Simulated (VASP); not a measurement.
# MoS2 in VASP: a series of runs, part 2 of 2

VASP 6.6.1. Earlier steps stand in the parts before.

## 3. Single point, PBE+D3(BJ)

This run uses another cell than the first one: it holds 27 atoms, not 12.

File INCAR:

```
SYSTEM = MoS2
ALGO = Normal
DIPOL = 0.5 0.5 0.500
EDIFF = 1E-6
ENCUT = 520
GGA = PE
IDIPOL = 3
ISIF = 2
ISMEAR = 0
IVDW = 12
LASPH = .TRUE.
LCHARG = .FALSE.
LDIPOL = .TRUE.
LREAL = Auto
LWAVE = .FALSE.
NBANDS = 136
NELM = 60
PREC = Accurate
SIGMA = 0.05
```

File KPOINTS:

```
k-points
0
G
  2 2 1
  0 0 0
```

File POSCAR:

```
MoS2
1.0
    9.4588462789      0.0000000000      0.0000000000
   -4.7294231394      8.1916011680      0.0000000000
    0.0000000000      0.0000000000     19.1272323928
S Mo
18 9
Direct
    0.4444444444      0.2222222222      0.4182518326
    0.4444444444      0.5555555556      0.4182518326
    0.4444444444      0.8888888889      0.4182518326
    0.7777777778      0.2222222222      0.4182518326
    0.7777777778      0.5555555556      0.4182518326
    0.7777777778      0.8888888889      0.4182518326
    0.1111111111      0.2222222222      0.4182518326
    0.1111111111      0.5555555556      0.4182518326
    0.1111111111      0.8888888889      0.4182518326
    0.4444444444      0.2222222222      0.5822056998
    0.4444444444      0.5555555556      0.5822056998
    0.4444444444      0.8888888889      0.5822056998
    0.7777777778      0.2222222222      0.5822056998
    0.7777777778      0.5555555556      0.5822056998
    0.7777777778      0.8888888889      0.5822056998
    0.1111111111      0.2222222222      0.5822056998
    0.1111111111      0.5555555556      0.5822056998
    0.1111111111      0.8888888889      0.5822056998
    0.2222222222      0.1111111111      0.5002297873
    0.2222222222      0.4444444444      0.5002297873
    0.2222222222      0.7777777778      0.5002297873
    0.5555555556      0.1111111111      0.5002297873
    0.5555555556      0.4444444444      0.5002297873
    0.5555555556      0.7777777778      0.5002297873
    0.8888888889      0.1111111111      0.5002297873
    0.8888888889      0.4444444444      0.5002297873
    0.8888888889      0.7777777778      0.5002297873
```

Potentials or basis: VASP PAW PBE potentials, release 64 (S, Mo_sv).

Run with:

```
> cat potpaw_PBE.64/S/POTCAR potpaw_PBE.64/Mo_sv/POTCAR > POTCAR
> mpirun -np 1 vasp_std > vasp.out
```

OUTCAR:

```text
SYSTEM = MoS2
   EDIFF = 1E-6
   ENCUT = 520
   GGA = PE
   ISIF = 2
   ISMEAR = 0
   IVDW = 12
   LASPH = .TRUE.
   LREAL = Auto
   NELM = 60
   PREC = Accurate
 IVDW          = 12

 ion  position               nearest neighbor table
   1  0.444  0.222  0.418-  23 2.40  19 2.40  22 2.40
   2  0.444  0.556  0.418-  24 2.40  20 2.40  23 2.40
   3  0.444  0.889  0.418-  22 2.40  21 2.40  24 2.40
   4  0.778  0.222  0.418-  25 2.40  26 2.40  22 2.40
   5  0.778  0.556  0.418-  27 2.40  23 2.40  26 2.40
   6  0.778  0.889  0.418-  27 2.40  25 2.40  24 2.40
[... 506 lines left out ...]
  Total      -0.12067    -0.12067    -0.61996    -0.00000    -0.00000     0.00000
  in kB      -0.13046    -0.13046    -0.67022    -0.00000    -0.00000     0.00000
  external pressure =       -0.31 kB  Pullay stress =        0.00 kB

 VOLUME and BASIS-vectors are now :
 -----------------------------------------------------------------------------
  energy-cutoff  :      520.00
  volume of cell :     1482.04
      direct lattice vectors                 reciprocal lattice vectors
     9.458846279  0.000000000  0.000000000     0.105721139  0.061038128  0.000000000
    -4.729423139  8.191601168  0.000000000     0.000000000  0.122076256  0.000000000
     0.000000000  0.000000000 19.127232393     0.000000000  0.000000000  0.052281479

 POSITION                                       TOTAL-FORCE (eV/Angst)
 -----------------------------------------------------------------------------------
      3.15295      1.82036      8.00000         0.000000      0.000000      0.012435
      1.57647      4.55089      8.00000         0.000000     -0.000000      0.012435
     -0.00000      7.28142      8.00000         0.000000      0.000000      0.012435
      6.30590      1.82036      8.00000         0.000000      0.000000      0.012435
      4.72942      4.55089      8.00000         0.000000      0.000000      0.012435
      3.15295      7.28142      8.00000         0.000000      0.000000      0.012435
[... 19 lines left out ...]
      6.30590      3.64071      9.56801        -0.000000     -0.000000      0.000000
      4.72942      6.37125      9.56801        -0.000000      0.000000      0.000000
 -----------------------------------------------------------------------------------
    total drift:                               -0.000001      0.000000      0.355412

  FREE ENERGIE OF THE ION-ELECTRON SYSTEM (eV)
  ---------------------------------------------------
  free  energy   TOTEN  =      -205.2236578999 eV

  energy  without entropy=     -205.2236578998  energy(sigma->0) =     -205.22365790

 vacuum level on the upper side and lower side of the slab         4.055         4.049
```

OSZICAR:

```text
N       E                     dE             d eps       ncg     rms          rms(c)
DAV:   1     0.209787139327E+04    0.20979E+04   -0.11771E+05   688   0.140E+03
DAV:   2     0.330194456967E+01   -0.20946E+04   -0.20616E+04   728   0.321E+02
DAV:   3    -0.201481259332E+03   -0.20478E+03   -0.20273E+03   608   0.936E+01
[... 16 lines left out ...]
DAV:  20    -0.196589551311E+03   -0.11455E-03   -0.72350E-06   456   0.255E-03    0.209E-03
DAV:  21    -0.196589605807E+03   -0.54496E-04   -0.29746E-06   456   0.195E-03    0.256E-03
DAV:  22    -0.196589623025E+03   -0.17219E-04   -0.92456E-07   416   0.184E-03    0.114E-03
DAV:  23    -0.196589626437E+03   -0.34115E-05   -0.11235E-07   400   0.767E-04    0.736E-04
DAV:  24    -0.196589627423E+03   -0.98581E-06    0.60021E-09   344   0.530E-04
   1 F= -.20522366E+03 E0= -.20522366E+03  d E =-.461523E-11
```

stdout:

```text
POSCAR found type information on POSCAR S Mo
 POSCAR found :  2 types and      27 ions
 scaLAPACK will be used
 LDA part: xc-table for (Slater+PW92), standard interpolation
 POSCAR, INCAR and KPOINTS ok, starting setup
 FFT: planning ... GRIDC
 FFT: planning ... GRID_SOFT
 FFT: planning ... GRID
 WAVECAR not read
 entering main loop
```

Wall time 19 min (1 thread of AMD EPYC 7R13 (Zen 3), shared host); peak memory 1.3 GiB.

Results:

```yaml
Free_energy: -205.2237 eV
Largest_force: 0.012 eV/Å
Band_gap_on_the_k_mesh: 1.78 eV
Dispersion_energy_per_atom: -0.320 eV
```

Forces in eV/Å, atoms in the order of the input:
```
S    0.000  0.000  0.012
S    0.000  0.000  0.012
S    0.000  0.000  0.012
S    0.000  0.000  0.012
S    0.000  0.000  0.012
S    0.000  0.000  0.012
S    0.000  0.000  0.012
S    0.000  0.000  0.012
S    0.000  0.000  0.012
S    0.000  0.000 -0.012
S    0.000  0.000 -0.012
S    0.000  0.000 -0.012
S    0.000  0.000 -0.012
S    0.000  0.000 -0.012
S    0.000  0.000 -0.012
S    0.000  0.000 -0.012
S    0.000  0.000 -0.012
S    0.000  0.000 -0.012
Mo   0.000  0.000  0.000
Mo   0.000  0.000  0.000
Mo   0.000  0.000  0.000
Mo   0.000  0.000  0.000
Mo   0.000  0.000  0.000
Mo   0.000  0.000  0.000
Mo   0.000  0.000  0.000
Mo   0.000  0.000  0.000
Mo   0.000  0.000  0.000
```

## 4. Single point, PBE+D3(BJ)

This run uses another cell than the first one.

File INCAR:

```
ALGO = Normal
DIPOL = 0.5 0.5 0.414
EDIFF = 1E-7
ENCUT = 520
GGA = PE
IDIPOL = 3
ISIF = 2
ISMEAR = 0
IVDW = 12
LASPH = T
LCHARG = F
LDIPOL = T
LREAL = F
LWAVE = F
NBANDS = 64
NELM = 60
PREC = Accurate
SIGMA = 0.05
```

File KPOINTS:

```
k-points
0
Gamma
  3 3 1
```

File POSCAR:

```
MoS2
1.0
    6.3058975141      0.0000000000      0.0000000000
   -3.1529487571      5.4610674409      0.0000000000
    0.0000000000      0.0000000000     23.0985324035
S Mo
8 4
Direct
    0.6666666667      0.3333333333      0.3463423502
    0.6666666667      0.8333333333      0.3463423502
    0.1666666667      0.3333333333      0.3463423502
    0.1666666667      0.8333333333      0.3463423502
    0.6668451737      0.3335154294      0.4822295936
    0.6662514868      0.8331300755      0.4820471597
    0.1670364138      0.3336316753      0.4819171898
    0.1666035106      0.8332383893      0.4821336088
    0.3336544945      0.1665805491      0.4142514932
    0.3335103816      0.6669854660      0.4141806571
    0.8329614824      0.1664826093      0.4142693182
    0.8331536898      0.6665732208      0.4141845398
```

Run with:

```
> cat potpaw_PBE.64/S/POTCAR potpaw_PBE.64/Mo_sv/POTCAR > POTCAR
> mpirun -np 1 vasp_std > vasp.out
```

Run time: 5.5 min. Hardware: 1 thread of Intel Xeon 6975P-C (Granite Rapids), shared host; peak memory 0.89 GiB.

Results (log left out):

- Free energy: -91.2019 eV
- Largest force: 0.059 eV/Å
- Band gap on the k mesh: 1.78 eV
- Dispersion energy per atom: -0.320 eV

Forces on the atoms (eV/Å):
```
S    0.003 -0.006  0.010
S   -0.001  0.007 -0.003
S    0.001 -0.010  0.028
S   -0.006  0.006  0.006
S   -0.004 -0.006 -0.036
S    0.020  0.009  0.013
S   -0.013 -0.017  0.032
S   -0.005  0.002 -0.024
Mo  -0.037  0.012 -0.017
Mo  -0.019 -0.038 -0.011
Mo   0.038  0.034 -0.029
Mo   0.021  0.007  0.031
```

Levels at points of the mesh, in eV from the valence-band top:
```csv
k point,band 50,band 51,band 52,band 53,band 54,band 55
"(0.00, 0.00, 0.00)",-0.65,-0.65,-0.09,2.35,2.36,2.36
```

## 5. Single point, PBE+D3(BJ)

This run uses another cell than the first one.

File INCAR:

```
SYSTEM = MoS2
PREC = Accurate ; ENCUT = 520
EDIFF = 1E-7 ; ISMEAR = 0
SIGMA = 0.05 ; LREAL = .FALSE.
LASPH = .TRUE. ; NELM = 60
ALGO = Normal ; ISIF = 2
LWAVE = .FALSE. ; LCHARG = .FALSE.
LDIPOL = .TRUE. ; IDIPOL = 3
DIPOL = 0.5 0.5 0.405 ; GGA = PE
IVDW = 12 ; NBANDS = 64
```

File KPOINTS:

```
Automatic mesh
0
G
  3 3 1
  0 0 0
```

File POSCAR:

```
MoS2
1.0
    6.3058975174      0.0000000000      0.0000000000
   -3.1529487587      5.4610674438      0.0000000000
    0.0000000000      0.0000000000     23.6395323976
S Mo
8 4
Direct
    0.6666666667      0.3333333333      0.3384161694
    0.6666666667      0.8333333333      0.3384161694
    0.1666666667      0.3333333333      0.3384161694
    0.1666666667      0.8333333333      0.3384161694
    0.6675871967      0.3339928968      0.4709705117
    0.6658323159      0.8333613681      0.4710075340
    0.1668067970      0.3325250155      0.4709900842
    0.1665321926      0.8334217499      0.4710072651
    0.3337212039      0.1668378801      0.4047541141
    0.3332142590      0.6664043436      0.4047614694
    0.8333484609      0.1665558978      0.4047238923
    0.8330948154      0.6668988579      0.4047594800
```

Run with:

```
> cat potpaw_PBE.64/S/POTCAR potpaw_PBE.64/Mo_sv/POTCAR > POTCAR
> mpirun -np 1 vasp_std > vasp.out
```

Run time: 10 min. Hardware: 1 thread of Intel Xeon Platinum 8488C (Sapphire Rapids), shared host; peak memory 0.86 GiB.

It converged, with:

- Free energy: -91.2014 eV
- Largest force: 0.053 eV/Å
- Band gap on the k mesh: 1.78 eV
- Dispersion energy per atom: -0.320 eV

Forces on the atoms (eV/Å):
```
S    0.008  0.014  0.008
S   -0.017 -0.004  0.002
S    0.012 -0.009  0.008
S   -0.002  0.000  0.024
S   -0.027 -0.028  0.029
S    0.041  0.000  0.026
S   -0.029  0.036  0.023
S    0.010 -0.005  0.009
Mo  -0.003 -0.028 -0.039
Mo  -0.033  0.008 -0.034
Mo   0.001  0.014 -0.021
Mo   0.038  0.002 -0.037
```

Levels at points of the mesh, in eV from the valence-band top:
```tsv
k point	band 50	band 51	band 52	band 53	band 54	band 55
(0.00, 0.00, 0.00)	-0.65	-0.65	-0.09	2.35	2.36	2.36
```

## 6. The runs side by side

```csv
cell,k mesh,gap on the mesh (eV),largest force (eV/Å)
"a = 6.306, b = 6.306, c = 21.898 Å, angles 90.0, 90.0, 120.0°, 12 atoms, atomic positions A",3 × 3 × 1,1.78,0.06
"a = 9.459, b = 9.459, c = 19.127 Å, angles 90.0, 90.0, 120.0°, 27 atoms, atomic positions B",2 × 2 × 1,1.78,0.01
"a = 6.306, b = 6.306, c = 23.099 Å, angles 90.0, 90.0, 120.0°, 12 atoms, atomic positions A",3 × 3 × 1,1.78,0.06
"a = 6.306, b = 6.306, c = 23.640 Å, angles 90.0, 90.0, 120.0°, 12 atoms, atomic positions A",3 × 3 × 1,1.78,0.05
```

Alike in all rows: task single point; level PBE+D3(BJ); potentials or basis VASP PAW PBE potentials, release 64 (S, Mo_sv); no spin polarisation; cutoff (eV) 520; smearing gaussian 0.05 eV.

Total energies depend on the potentials used, so only differences within one code and one set of settings carry meaning.
